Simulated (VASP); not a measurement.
# Ga (Im-3m) in VASP: notebook

The runs below take Ga through relaxation of cell and atoms, with LDA.

Program: VASP 6.6.1. These are calculated values, not measurements. Logs are shortened: lines on timing, memory, paths and dates and some standing lists are left out, and cuts for length are marked.

### Step 1. The cell of the first run

It takes space group Im-3m (No. 229, cubic). The conventional cell has a = 3.003 Å, b = 3.003 Å, c = 3.003 Å, α = 90.00°, β = 90.00°, γ = 90.00°. Ga (site symmetry m-3m) has 14 Ga at 2.60 to 3.00 Å within 3.4 Å.

This isn't the form of Ga at room conditions, which is orthorhombic.

### Step 2. Relaxation of cell and atoms, LDA, target pressure 29 GPa, at which the enthalpy is minimised

Contents of INCAR:

```
SYSTEM = Ga
  PREC = Accurate
  ENCUT = 600
  EDIFF = 1E-6
  ISMEAR = -1
  SIGMA = 0.08
  LREAL = .False.
  LASPH = .True.
  NELM = 80
  ALGO = Normal
  ISIF = 3
  LWAVE = .False.
  LCHARG = .False.
  IBRION = 2
  NSW = 60
  EDIFFG = -0.005
  PSTRESS = 290.0
```

Contents of KPOINTS:

```
Automatic mesh
0
Gamma
  17 17 17
  0 0 0
```

Contents of POSCAR:

```
Ga
1.0
   -1.5015323656      1.5015323656      1.5015323656
    1.5015323656     -1.5015323656      1.5015323656
    1.5015323656      1.5015323656     -1.5015323656
Ga
1
Direct
    0.0000000000      0.0000000000      0.0000000000
```

Potentials or basis: VASP PAW LDA potentials, release 64 (Ga_d).

Run with:

```
> cat potpaw_LDA.64/Ga_d/POTCAR > POTCAR
> mpirun -np 1 vasp_std > vasp.out
```

OUTCAR:

```text
SYSTEM = Ga
   PREC = Accurate
   ENCUT = 600
   EDIFF = 1E-6
   ISMEAR = -1
   LREAL = .False.
   LASPH = .True.
   NELM = 80
   ISIF = 3
   IBRION = 2
   NSW = 60
   EDIFFG = -0.005
   PSTRESS = 290.0

 ion  position               nearest neighbor table
   1  0.000  0.000  0.000-

  LATTYP: Found a body centered cubic cell.
 ALAT       =     3.0030647312

  Lattice vectors:

 A1 = (  -1.5015323656,   1.5015323656,   1.5015323656)
 A2 = (   1.5015323656,  -1.5015323656,   1.5015323656)
 A3 = (   1.5015323656,   1.5015323656,  -1.5015323656)

Analysis of symmetry for initial positions (statically):
=====================================================================
 Subroutine PRICEL returns:
 Original cell was already a primitive cell.

 Routine SETGRP: Setting up the symmetry group for a
 body centered cubic supercell.

 Subroutine GETGRP returns: Found 48 space group operations
 (whereof 48 operations were pure point group operations)
 out of a pool of 48 trial point group operations.

The static configuration has the point symmetry O_h .

Analysis of symmetry for dynamics (positions and initial velocities):
=====================================================================
 Subroutine PRICEL returns:
 Original cell was already a primitive cell.

 Routine SETGRP: Setting up the symmetry group for a
 body centered cubic supercell.

 Subroutine GETGRP returns: Found 48 space group operations
 (whereof 48 operations were pure point group operations)
 out of a pool of 48 trial point group operations.

The dynamic configuration has the point symmetry O_h .

 Subroutine INISYM returns: Found 48 space group operations
 (whereof 48 operations are pure point group operations),
 and found     1 'primitive' translations

----------------------------------------------------------------------------------------

                                     Primitive cell

  volume of cell :      13.5414

  direct lattice vectors                    reciprocal lattice vectors
    -1.501532366  1.501532366  1.501532366     0.000000000  0.332993155  0.332993155
     1.501532366 -1.501532366  1.501532366     0.332993155  0.000000000  0.332993155
     1.501532366  1.501532366 -1.501532366     0.332993155  0.332993155  0.000000000

  length of vectors
     2.600730346  2.600730346  2.600730346     0.470923436  0.470923436  0.470923436

  position of ions in fractional coordinates (direct lattice)
     0.000000000  0.000000000  0.000000000

  ion indices of the primitive-cell ions
   primitive index   ion index
                 1           1

----------------------------------------------------------------------------------------

 KPOINTS: Automatic mesh

Automatic generation of k-mesh.
 Grid dimensions read from file:
 generate k-points for:   17   17   17

 Generating k-lattice:

  Cartesian coordinates                     Fractional coordinates (reciprocal lattice)
     0.000000000  0.019587833  0.019587833     0.058823529  0.000000000  0.000000000
     0.019587833  0.000000000  0.019587833     0.000000000  0.058823529  0.000000000
     0.019587833  0.019587833  0.000000000     0.000000000  0.000000000  0.058823529

  Length of vectors
     0.027701379  0.027701379  0.027701379

  Shift w.r.t. Gamma in fractional coordinates (k-lattice)
     0.000000000  0.000000000  0.000000000

 Subroutine IBZKPT returns following result:
 ===========================================

 Found    165 irreducible k-points:

 Following reciprocal coordinates:
            Coordinates               Weight
  0.000000  0.000000  0.000000      1.000000
  0.058824  0.000000  0.000000     12.000000
  0.117647  0.000000  0.000000     12.000000
  0.176471  0.000000  0.000000     12.000000
  0.235294  0.000000  0.000000     12.000000
  0.294118  0.000000  0.000000     12.000000
[... 16 lines left out ...]
  0.411765  0.117647  0.000000     48.000000
  0.176471  0.176471  0.000000     24.000000
 [... further k-points ...]
   k-points           NKPTS =    165   k-points in BZ     NKDIM =    165   number of bands    NBANDS=     10
   number of dos      NEDOS =    301   number of ions     NIONS =      1
   total plane-waves  NPLWV =  13824
   dimension x,y,z NGX =    24 NGY =   24 NGZ =   24
   dimension x,y,z NGXF=    48 NGYF=   48 NGZF=   48
   ions per type =               1
   NGX,Y,Z   is equivalent  to a cutoff of  15.34, 15.34, 15.34 a.u.
   NGXF,Y,Z  is equivalent  to a cutoff of  30.68, 30.68, 30.68 a.u.
 SYSTEM =  Ga
   PREC   = accura    normal or accurate (medium, high low for compatibility)
   ISTART =      0    job   : 0-new  1-cont  2-samecut
   ICHARG =      2    charge: 1-file 2-atom 10-const
   ISPIN  =      1    spin polarized calculation?
   LNONCOLLINEAR =      F non collinear calculations
   LSORBIT =      F    spin-orbit coupling
   LASPH  =      T    aspherical Exc in radial PAW
   ENCUT  =  600.0 eV  44.10 Ry    6.64 a.u.   5.19  5.19  5.19*2*pi/ulx,y,z
   NELM   =     80;   NELMIN=  2; NELMDL= -5     # of ELM steps
   EDIFF  = 0.1E-05   stopping-criterion for ELM
   LREAL  =      F    real-space projection
   EDIFFG = -.5E-02   stopping-criterion for IOM
   NSW    =     60    number of steps for IOM
   IBRION =      2    ionic relax: 0-MD 1-quasi-New 2-CG
   NFREE  =      1    steps in history (QN), initial steepest desc. (CG)
   ISIF   =      3    stress and relaxation
   ISYM   =      2    0-nonsym 1-usesym 2-fastsym
   POTIM  = 0.5000    time-step for ionic-motion
   TEBEG  =    0.0;   TEEND  =   0.0 temperature during run
   PSTRESS=  290.0 pullay stress
   NELECT =      13.0000    total number of electrons
   NUPDOWN=      -1.0000    fix difference up-down
   EMIN   =  10.00;   EMAX   =-10.00  energy-range for DOS
   EFERMI =   0.00;   METHOD = LEGACY
   ISMEAR =    -1;   SIGMA  =   0.08  broadening in eV -4-tet -1-fermi 0-gaus
   EFERMI_NEDOS =   21; number of points for ismear=-14 and -15
   IALGO  =     38    algorithm
   IMIX   =      4    mixing-type and parameters
     AMIX     =   0.40;   BMIX     =  1.00
     AMIX_MAG =   1.60;   BMIX_MAG =  1.00
  volume/ion in A,a.u.               =      13.54        91.38
  Fermi-wavevector in a.u.,A,eV,Ry     =   1.614983  3.051875 35.486303  2.608170
  Thomas-Fermi vector in A             =   2.709804
   LORBIT       =      0    0 simple, 1 ext, 2 COOP (PROOUT), +10 PAW based schemes
   GGA     = CA    functional components
   LHFCALC =     F    Hartree Fock is set to
   AEXX    =    0.0000 exact exchange contribution
   IVDW    =     0    specifies the selected vdW correction
   LEPSILON=     F    determine dielectric tensor
   LRPA    =     F    only Hartree local field effects (RPA)
 conjugate gradient relaxation of ions
 non-spin polarized calculation
  energy-cutoff  :      600.00
  volume of cell :       13.54
 maximum number of plane-waves:       466
 NGX is ok and might be reduce to    24
   NGX = 11   NGY = 11   NGZ = 11

--------------------------------------- Ionic step        1  -------------------------------------------

 number of electron      13.0000006 magnetization

 Free energy of the ion-electron system (eV)
  ---------------------------------------------------
  ext. energy  EPLUGINS =         0.00000000
  ---------------------------------------------------
  free energy    TOTEN  =        -3.25830387 eV

  energy without entropy =       -3.24980133  energy(sigma->0) =       -3.25405260

------------------------ aborting loop because EDIFF is reached ----------------------------------------

  FORCE on cell =-STRESS in cart. coord.  units (eV):
  Direction    XX          YY          ZZ          XY          YZ          ZX
  --------------------------------------------------------------------------------------
  -------------------------------------------------------------------------------------
  Total        2.5119452      2.5119452      2.5119452      0.0000000      0.0000000      0.0000000
  in kB      297.2053799    297.2053799    297.2053799      0.0000000      0.0000000      0.0000000
  external PRESSURE =       7.2053799 kB  Pullay stress =     290.0000000 kB
[... 59 lines left out ...]
  enthalpy is  TOTEN    =        -0.8071907850 eV   P V=        2.4727127610

--------------------------------------- Ionic step        3  -------------------------------------------

 number of electron      13.0000006 magnetization

 Free energy of the ion-electron system (eV)
  ---------------------------------------------------
  ext. energy  EPLUGINS =         0.00000000
  ---------------------------------------------------
  free energy    TOTEN  =        -3.26920437 eV

  energy without entropy =       -3.26067041  energy(sigma->0) =       -3.26493739

 E-fermi :   8.9723     XC(G=0): -13.1081

 val. band max:        8.9713181553   @ k =  -0.4118   0.4118   0.2353
 cond. band min:       8.9978956016   @ k =  -0.3529  -0.4706   0.1765
 fundamental gap:      0.0265774463
 Fermi energy:         8.9722740089

 k-point     1 :       0.0000    0.0000    0.0000
  band No.  band energies     occupation
      1      -6.6386      2.00000
      2      -6.6386      2.00000
      3      -6.6386      2.00000
      4      -6.2417      2.00000
      5      -6.2417      2.00000
      6      -5.0403      2.00000
      7      25.8848      0.00000
      8      25.8848      0.00000
      9      25.8848      0.00000
     10      28.9330      0.00000
[... 287 lines left out ...]
 k-point    24 :       0.1765    0.1765    0.0000
  band No.  band energies     occupation
      1      -6.7522      2.00000
      2      -6.6546      2.00000
      3      -6.3319      2.00000
      4      -6.3173      2.00000
      5      -6.2209      2.00000
      6      -1.6956      2.00000
      7      14.2077      0.00000
      8      14.8189      0.00000
      9      19.9934      0.00000
     10      26.6170      0.00000

 [... further k-points ...]

------------------------ aborting loop because EDIFF is reached ----------------------------------------

  FORCE on cell =-STRESS in cart. coord.  units (eV):
  Direction    XX          YY          ZZ          XY          YZ          ZX
  --------------------------------------------------------------------------------------
  -------------------------------------------------------------------------------------
  Total        2.4654452      2.4654452      2.4654452      0.0000000      0.0000000      0.0000000
  in kB      290.4261476    290.4261476    290.4261476      0.0000000      0.0000000      0.0000000
  external PRESSURE =       0.4261476 kB  Pullay stress =     290.0000000 kB
[... 16 lines left out ...]
  FREE ENERGIE OF THE ION-ELECTRON SYSTEM (eV)
  ---------------------------------------------------
  free  energy   TOTEN  =        -3.2692043668 eV

  energy  without entropy=       -3.2606704100  energy(sigma->0) =       -3.26493739

  enthalpy is  TOTEN    =        -0.8073767840 eV   P V=        2.4618275828

 reached required accuracy - stopping structural energy minimisation
```

Wall time 56 s (1 thread of Intel Xeon 8259CL, shared host); peak memory 0.16 GiB.

Results:

- Free energy: -3.2692 eV
- Relaxed volume: 13.60 Å³/atom
- Relaxed cell: a = 2.605 Å, b = 2.605 Å, c = 2.605 Å, α = 109.47°, β = 109.47°, γ = 109.47°
- Space group after relaxing (to 0.1 Å): Im-3m (No. 229)
- Energy change on relaxing (the run minimises the enthalpy): -10.9 meV/atom
- Ionic steps: 3
- Pressure after relaxing: 29.0 GPa
- Band gap on the k mesh: zero (an odd number of electrons rules out a gap without spin polarisation)

Step by step:
```
step  energy change (eV)  largest force (eV/Å)  pressure (GPa)  volume (Å³)
   1              0.0000                0.0000           29.72        13.54
   2             -0.0216                0.0000           27.76        13.66
   3             -0.0109                0.0000           29.04        13.60
```

Final structure:
```xyz
1
Lattice="-1.5037 1.5037 1.5037 1.5037 -1.5037 1.5037 1.5037 1.5037 -1.5037" Properties=species:S:1:pos:R:3 pbc="T T T"
Ga    0.0000    0.0000    0.0000
```

Caveat: the cell is relaxed towards a set pressure, so the run minimises the enthalpy, not the energy.

### Step 3. Relaxation of cell and atoms, LDA, target pressure 29 GPa, at which the enthalpy is minimised

Contents of INCAR:

```
  ALGO = Normal
  EDIFF = 1E-6
  EDIFFG = -0.005
  ENCUT = 600
  GGA = CA
  IBRION = 2
  ISIF = 3
  ISMEAR = -1
  LASPH = True
  LCHARG = False
  LREAL = False
  LWAVE = False
  NELM = 100
  NSW = 32
  PREC = Accurate
  PSTRESS = 290.0
  SIGMA = 0.08
```

Contents of KPOINTS:

```
k-points
0
Gamma
  17 17 17
```

Contents of POSCAR:

```
Ga
1.0
   -1.5024032417      1.5024032417      1.5024032417
    1.5024032417     -1.5024032417      1.5024032417
    1.5024032417      1.5024032417     -1.5024032417
Ga
1
Direct
    0.0000000000      0.0000000000      0.0000000000
```

Potentials or basis: VASP PAW LDA potentials, release 64 (Ga_d).

Run with:

```
> cat potpaw_LDA.64/Ga_d/POTCAR > POTCAR
> mpirun -np 1 vasp_std > vasp.out
```

It took 61 s on 1 thread of Intel Xeon 8259CL, shared host; peak memory 0.16 GiB.

Results (log left out):

```yaml
Free_energy: -3.2687 eV
Relaxed_volume: 13.60 Å³/atom
Relaxed_cell: a = 2.604 Å, b = 2.604 Å, c = 2.604 Å, α = 109.47°, β = 109.47°, γ = 109.47°
Space_group_after_relaxing_to_0.1_Å: Im-3m (No. 229)
Energy_change_on_relaxing_the_run_minimises_the_enthalpy: -6.0 meV/atom
Ionic_steps: 3
Pressure_after_relaxing: 29.0 GPa
Band_gap_on_the_k_mesh: zero (an odd number of electrons rules out a gap without spin polarisation)
```

The path:
| step | energy change (eV) | largest force (eV/Å) | pressure (GPa) | volume (Å³) |
| --- | --- | --- | --- | --- |
| 1 | 0.0000 | 0.0000 | 29.39 | 13.56 |
| 2 | -0.0118 | 0.0000 | 28.34 | 13.63 |
| 3 | -0.0060 | 0.0000 | 29.03 | 13.60 |

Final structure:
```yaml
crystal:
  lattice:
    - [-1.50362, 1.50362, 1.50362]
    - [1.50362, -1.50362, 1.50362]
    - [1.50362, 1.50362, -1.50362]
  atoms:
    - { symbol: Ga, position: [0.00000, 0.00000, 0.00000] }
```

Levels at points of the mesh, in eV from the Fermi level:
```csv
k point,band 2,band 3,band 4,band 5,band 6,band 7,band 8,band 9,band 10
"(0.00, 0.00, 0.00)",-15.61,-15.61,-15.21,-15.21,-14.02,16.92,16.92,16.92,19.96
```

Caveat: the cell is relaxed towards a set pressure, so the run minimises the enthalpy, not the energy.
